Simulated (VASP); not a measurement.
# Si in VASP: single point with PBE+D3(BJ)

Aim: the single point of Si with PBE+D3(BJ).

Everything below comes from runs of VASP 6.6.1. Logs are shortened: lines on timing, memory, paths and dates and some standing lists are left out, and cuts for length are marked.

## Step 1: The cell of the first run

The cell holds a slab with vacuum, 8 atoms: a = 3.816 Å, b = 3.816 Å, c = 24.266 Å, α = 90.00°, β = 90.00°, γ = 120.00°.

## Step 2: Single point, PBE+D3(BJ)

INCAR

```
SYSTEM = Si
PREC = Accurate
ENCUT = 520
EDIFF = 1E-6
ISMEAR = 0
SIGMA = 0.05
LREAL = .False.
LASPH = .True.
NELM = 60
ALGO = Normal
ISIF = 2
LWAVE = .False.
LCHARG = .True.
LDIPOL = .True.
IDIPOL = 3
DIPOL = 0.5 0.5 0.500
GGA = PE
IVDW = 12
LELF = .True.
LVHAR = .True.
LVACPOTAV = .True.
NBANDS = 26
```

KPOINTS

```
Automatic mesh
0
Gamma
  9 9 1
  0 0 0
```

POSCAR

```
Si
1.0
    3.8155170209      0.0000000000      0.0000000000
   -1.9077585104      3.3043346687      0.0000000000
    0.0000000000      0.0000000000     24.2660691651
Si
8
Direct
    0.6666666667      0.3333333333      0.2884686412
    0.3333333333      0.6666666667      0.3212990714
    0.3333333333      0.6666666667      0.4185460703
    0.6666666667      0.3333333333      0.4513765005
    0.6666666667      0.3333333333      0.5484541773
    0.3333333333      0.6666666667      0.5807991413
    0.3333333333      0.6666666667      0.6800094450
    0.6666666667      0.3333333333      0.7082927716
```

Potentials or basis: VASP PAW PBE potentials, release 64 (Si).

The run is started by

```console
> cat potpaw_PBE.64/Si/POTCAR > POTCAR
> mpirun -np 1 vasp_std > vasp.out
```

OUTCAR:

```text
SYSTEM = Si
   PREC = Accurate
   ENCUT = 520
   EDIFF = 1E-6
   ISMEAR = 0
   LREAL = .False.
   LASPH = .True.
   NELM = 60
   ISIF = 2
   GGA = PE
   IVDW = 12
 IVDW          = 12

 ion  position               nearest neighbor table
   1  0.667  0.333  0.288-   2 2.34   2 2.34   2 2.34
   2  0.333  0.667  0.321-   1 2.34   1 2.34   1 2.34   3 2.36
   3  0.333  0.667  0.419-   4 2.34   4 2.34   4 2.34   2 2.36
   4  0.667  0.333  0.451-   3 2.34   3 2.34   3 2.34   5 2.36
   5  0.667  0.333  0.548-   6 2.34   6 2.34   6 2.34   4 2.36
   6  0.333  0.667  0.581-   5 2.34   5 2.34   5 2.34   7 2.41
   7  0.333  0.667  0.680-   8 2.31   8 2.31   8 2.31   6 2.41
   8  0.667  0.333  0.708-   7 2.31   7 2.31   7 2.31

  LATTYP: Found a hexagonal cell.
 ALAT       =     3.8155170209
 C/A-ratio  =     6.3598377447

  Lattice vectors:

 A1 = (   3.8155170209,   0.0000000000,   0.0000000000)
 A2 = (  -1.9077585104,   3.3043346687,   0.0000000000)
 A3 = (   0.0000000000,   0.0000000000,  24.2660691651)

Analysis of symmetry for initial positions (statically):
=====================================================================
 Subroutine PRICEL returns:
 Original cell was already a primitive cell.

 Routine SETGRP: Setting up the symmetry group for a
 hexagonal supercell.

 Subroutine GETGRP returns: Found  6 space group operations
 (whereof  6 operations were pure point group operations)
 out of a pool of 24 trial point group operations.

The static configuration has the point symmetry C_3v.

Analysis of symmetry for dynamics (positions and initial velocities):
=====================================================================
 Subroutine PRICEL returns:
 Original cell was already a primitive cell.

 Routine SETGRP: Setting up the symmetry group for a
 hexagonal supercell.

 Subroutine GETGRP returns: Found  6 space group operations
 (whereof  6 operations were pure point group operations)
 out of a pool of 24 trial point group operations.

The dynamic configuration has the point symmetry C_3v.

 Subroutine INISYM returns: Found  6 space group operations
[... 98 lines left out ...]
   EDIFFG = 0.1E-04   stopping-criterion for IOM
   NSW    =      0    number of steps for IOM
   IBRION =     -1    ionic relax: 0-MD 1-quasi-New 2-CG
   NFREE  =      0    steps in history (QN), initial steepest desc. (CG)
   ISIF   =      2    stress and relaxation
   ISYM   =      2    0-nonsym 1-usesym 2-fastsym
   POTIM  = 0.5000    time-step for ionic-motion
   TEBEG  =    0.0;   TEEND  =   0.0 temperature during run
   PSTRESS=    0.0 pullay stress
   NELECT =      32.0000    total number of electrons
   NUPDOWN=      -1.0000    fix difference up-down
   EMIN   =  10.00;   EMAX   =-10.00  energy-range for DOS
   EFERMI =   0.00;   METHOD = LEGACY
   ISMEAR =     0;   SIGMA  =   0.05  broadening in eV -4-tet -1-fermi 0-gaus
   EFERMI_NEDOS =   21; number of points for ismear=-14 and -15
   IALGO  =     38    algorithm
   IMIX   =      4    mixing-type and parameters
     AMIX     =   0.40;   BMIX     =  1.00
     AMIX_MAG =   1.60;   BMIX_MAG =  1.00
  volume/ion in A,a.u.               =      38.24       258.07
  Fermi-wavevector in a.u.,A,eV,Ry     =   0.771340  1.457621  8.094996  0.594965
  Thomas-Fermi vector in A             =   1.872737
   LORBIT       =      0    0 simple, 1 ext, 2 COOP (PROOUT), +10 PAW based schemes
   GGA     = PE    functional components
   LHFCALC =     F    Hartree Fock is set to
   AEXX    =    0.0000 exact exchange contribution
   IVDW    =    12    specifies the selected vdW correction
   LEPSILON=     F    determine dielectric tensor
   LRPA    =     F    only Hartree local field effects (RPA)
 non-spin polarized calculation
 Gauss-broadening in eV      SIGMA  =   0.05
  energy-cutoff  :      520.00
  volume of cell :      305.94
 maximum number of plane-waves:      8266
   NGX = 15   NGY = 15   NGZ = 91

 dipolmoment           0.000000      0.000000      0.014085 electrons x Angstroem

 number of electron      31.9999998 magnetization

 dipolmoment           0.000000      0.000000     -0.008598 electrons x Angstroem

 Free energy of the ion-electron system (eV)
  ---------------------------------------------------
  ext. energy  EPLUGINS =         0.00000000
  ---------------------------------------------------
  free energy    TOTEN  =       -40.68322273 eV

  energy without entropy =      -40.67861237  energy(sigma->0) =      -40.68091755

 E-fermi :   0.7531     XC(G=0):  -5.5262

 val. band max:        0.6997835342   @ k =   0.1111   0.0000   0.0000
 cond. band min:       0.7886541080   @ k =   0.3333   0.2222   0.0000
 fundamental gap:      0.0888705738
 Fermi energy:         0.7530950682

 k-point     1 :       0.0000    0.0000    0.0000
  band No.  band energies     occupation
      1     -11.1277      2.00000
      2     -10.5919      2.00000
      3      -9.8648      2.00000
      4      -9.1903      2.00000
      5      -5.5396      2.00000
      6      -3.9124      2.00000
[... 337 lines left out ...]
     25       6.8020      0.00000
     26       6.8604      0.00000

------------------------ aborting loop because EDIFF is reached ----------------------------------------

 Edisp (eV)   -2.27694

 E8    (eV) :    -0.9665

  FORCE on cell =-STRESS in cart. coord.  units (eV):
  Direction    XX          YY          ZZ          XY          YZ          ZX
  --------------------------------------------------------------------------------------
  -------------------------------------------------------------------------------------
  Total       0.52556     0.52556    -0.24489     0.00000     0.00000     0.00000
  in kB       2.75229     2.75229    -1.28245     0.00000     0.00000     0.00000
  external pressure =        1.41 kB  Pullay stress =        0.00 kB

 VOLUME and BASIS-vectors are now :
 -----------------------------------------------------------------------------
  energy-cutoff  :      520.00
  volume of cell :      305.94
      direct lattice vectors                 reciprocal lattice vectors
     3.815517021  0.000000000  0.000000000     0.262087679  0.151316392  0.000000000
    -1.907758510  3.304334669  0.000000000     0.000000000  0.302632784  0.000000000
     0.000000000  0.000000000 24.266069165     0.000000000  0.000000000  0.041209806

 POSITION                                       TOTAL-FORCE (eV/Angst)
 -----------------------------------------------------------------------------------
      1.90776      1.10144      7.00000         0.000000     -0.000000      0.482449
     -0.00000      2.20289      7.79667        -0.000000      0.000000     -0.651724
     -0.00000      2.20289     10.15647        -0.000000     -0.000000      0.238085
      1.90776      1.10144     10.95313        -0.000000     -0.000000     -0.062887
      1.90776      1.10144     13.30883        -0.000000      0.000000      0.026438
     -0.00000      2.20289     14.09371        -0.000000     -0.000000      0.013666
     -0.00000      2.20289     16.50116        -0.000000      0.000000     -0.021170
      1.90776      1.10144     17.18748         0.000000      0.000000     -0.024857
 -----------------------------------------------------------------------------------
    total drift:                                0.000000     -0.000000      0.000133

  FREE ENERGIE OF THE ION-ELECTRON SYSTEM (eV)
  ---------------------------------------------------
  free  energy   TOTEN  =       -42.9601642496 eV

  energy  without entropy=      -42.9555538914  energy(sigma->0) =      -42.95785907

 vacuum level on the upper side and lower side of the slab         5.457         5.580
```

stdout:

```text
POSCAR found type information on POSCAR Si
 POSCAR found :  1 types and       8 ions
 scaLAPACK will be used
 LDA part: xc-table for (Slater+PW92), standard interpolation
 POSCAR, INCAR and KPOINTS ok, starting setup
 FFT: planning ... GRIDC
 FFT: planning ... GRID_SOFT
 FFT: planning ... GRID
 WAVECAR not read
 entering main loop
 -----------------------------------------------------------------------------
|                                                                             |
|           W    W    AA    RRRRR   N    N  II  N    N   GGGG   !!!           |
|           W    W   A  A   R    R  NN   N  II  NN   N  G    G  !!!           |
|           W    W  A    A  R    R  N N  N  II  N N  N  G       !!!           |
|           W WW W  AAAAAA  RRRRR   N  N N  II  N  N N  G  GGG   !            |
|           WW  WW  A    A  R   R   N   NN  II  N   NN  G    G                |
|           W    W  A    A  R    R  N    N  II  N    N   GGGG   !!!           |
|                                                                             |
|     Did not find any points to average over, which means that no vacuum     |
|     field-free region was found. Please increase the size of  your cell     |
|     in the dimension of the dipole correction to obtain accurate            |
|     workfunction values.                                                    |
|                                                                             |
 -----------------------------------------------------------------------------
```

Wall time 3.4 min (1 thread of Intel Xeon Platinum 8259CL at 2.50GHz (Skylake/Cascade Lake), shared host); peak memory 0.4 GiB.

Results:

- Free energy: -42.9602 eV
- Largest force: 0.652 eV/Å
- Band gap on the k mesh: zero (bands 16 and 17 overlap by 0.30 eV)
- Dispersion energy per atom: -0.285 eV

Forces on the atoms (eV/Å):
```
Si   0.000  0.000  0.482
Si   0.000  0.000 -0.652
Si   0.000  0.000  0.238
Si   0.000  0.000 -0.063
Si   0.000  0.000  0.026
Si   0.000  0.000  0.014
Si   0.000  0.000 -0.021
Si   0.000  0.000 -0.025
```

The gap in the log of VASP goes by the Fermi energy; the results here count the filled bands.